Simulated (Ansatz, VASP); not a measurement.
Two plane-wave programs on SeO

```xyz
4
Lattice="2.4974 -6.3127 0.0000 2.4974 6.3127 0.0000 0.0000 0.0000 2.8965" Properties=species:S:1:pos:R:3 pbc="T T T"
Se    2.4974   -2.0840    2.1724
Se    2.4974    2.0840    0.7241
O     2.4974   -3.7541    2.1724
O     2.4974    3.7541    0.7241
```

Alike in both runs: functional PBE; k mesh 10 × 10 × 16; occupations gaussian, width 0.1 eV; no spin polarisation.

Ansatz relaxed the structure, and its values are those at the end. VASP's run is a single point on that final structure, the one shown.

|  | VASP | Ansatz |
| --- | --- | --- |
| version | VASP 6.6.1 | Ansatz 0.2.0 |
| potentials or method | VASP PAW PBE potentials, release 64 (Se, O), cutoff 520 eV | scalar-relativistic, plane waves, PAW |
| valence electrons in the cell | 24 | 44 |

```tsv
	VASP	Ansatz	Ansatz less VASP
gap on the k mesh at the Fermi level (eV)	none	none	-
pressure (GPa)	0.5	0.0	-0.52
rms of the force components (eV/Å)	0.172	0.004	-0.1676
```

A gap of «none» marks a metal or a gap that the smearing closes. VASP's potentials hold 24 valence electrons a cell and Ansatz's 44, so a difference there can come from the potentials and not from the codes.
